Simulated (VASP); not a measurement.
TiB2: single point with PBEsol

Crystal: TiB2.

```
CELL_PARAMETERS angstrom
3.00014 0.00000 0.00000
-1.50007 2.59820 0.00000
0.00000 0.00000 3.16462
ATOMIC_POSITIONS crystal
Ti 0.00000 0.00000 0.00000
B 0.66667 0.33333 0.50000
B 0.33333 0.66667 0.50000
```

```json
{
 "Program": "VASP 6.6.1",
 "Task": "single point",
 "Functional": "PBEsol",
 "Potentials or basis": "VASP PAW PBE potentials, release 64 (Ti_sv, B)",
 "Cutoff": "520 eV",
 "k mesh": "10 × 10 × 8",
 "Occupations": "fermi-dirac, width 0.05 eV",
 "Spin": "no spin polarisation"
}
```

```yaml
Pressure: 5.4 GPa
Band_gap_on_the_k_mesh: zero (band 9 reaches 10.83 eV, above the bottom of band 10 at 10.08 eV)
```

Stress tensor (GPa, compression positive):
```
5.47 0.00 0.00
0.00 5.47 0.00
0.00 0.00 5.29
```

Levels at points of the mesh, in eV from the Fermi level:
```
           k point  band 5  band 6  band 7  band 8  band 9  band 10  band 11  band 12  band 13  band 14
(0.00, 0.00, 0.00)  -13.59   -2.67   -2.67   -2.14   -2.11     2.10     2.10     4.01     4.01     5.94
(0.50, 0.00, 0.00)   -9.47   -9.18   -3.25   -3.19   -2.32     1.51     2.96     3.49     3.64     7.83
(0.00, 0.00, 0.50)  -11.48   -7.69   -0.48   -0.48   -0.18    -0.18     0.53     0.53     1.94     6.70
(0.50, 0.00, 0.50)   -9.80   -7.49   -4.74   -3.90   -3.08     2.79     3.16     4.94     4.99     5.68
```

It took 12 s on 1 thread of Intel Xeon 6975P-C (shared host), peak memory 0.15 GiB.

Caveat: the PAW data sets were made with another functional, which shifts forces and pressure a little.
